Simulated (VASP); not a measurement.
Wanted: the native input for a VASP 6.6.1 run.

* Task: single point
* Functional: PBE
* Potentials or basis: VASP PAW PBE potentials, release 64 (B, N)
* Cutoff: 520 eV
* k mesh: 12 × 8 × 1
* Occupations: fermi-dirac, width 0.02 eV
* Spin: no spin polarisation
* Dipole correction: yes
* Further INCAR settings: ALGO = Normal; EDIFF = 1e-07; NBANDS = 26

The structure of BN lies in POSCAR:

```
BN
1.0
    2.5630581729      0.0000000000      0.0000000000
    0.0000000000      3.6247116293      0.0000000000
    0.0000000000      0.0000000000     19.8446000000
B N
4 4
Direct
    0.0000000000      0.8750000000      0.4031326593
    0.5000000000      0.3750000000      0.4677108862
    0.0000000000      0.8750000000      0.5322891134
    0.5000000000      0.3750000000      0.5968673407
    0.5000000000      0.6250000000      0.4031326593
    0.0000000000      0.1250000000      0.4677108862
    0.5000000000      0.6250000000      0.5322891134
    0.0000000000      0.1250000000      0.5968673407
```

The input as run:

INCAR

```
SYSTEM = BN
PREC     = Accurate       ! precision mode
ENCUT    = 520            ! plane-wave cutoff, eV
EDIFF    = 1E-7           ! SCF threshold, eV
ISMEAR   = -1             ! smearing method
SIGMA    = 0.02           ! smearing width, eV
LREAL    = .False.        ! projectors in reciprocal space
LASPH    = .True.         ! aspherical terms in the spheres
NELM     = 80             ! most SCF steps
ALGO     = Normal         ! electronic algorithm
ISIF     = 2              ! what is computed and relaxed
LWAVE    = .False.        ! write WAVECAR
LCHARG   = .False.        ! write CHGCAR
LDIPOL   = .True.       
IDIPOL   = 3            
DIPOL    = 0.5 0.5 0.500
GGA      = PE             ! functional
NBANDS   = 26             ! bands
```

KPOINTS

```
Automatic mesh
0
Gamma
  12 8 1
  0 0 0
```

Potentials or basis: VASP PAW PBE potentials, release 64 (B, N).

Run with:

```sh
$ cat potpaw_PBE.64/B/POTCAR potpaw_PBE.64/N/POTCAR > POTCAR
$ mpirun -np 1 vasp_std > vasp.out
```

Results of the run:

```yaml
Largest_force: 6.177 eV/Å
Band_gap_on_the_k_mesh: 1.92 eV (least direct gap 2.17 eV)
```

It took 2.8 min on 1 thread of Intel(R) Xeon(R) 6975P-C (Granite Rapids), with other jobs on the host, peak memory 0.33 GiB.
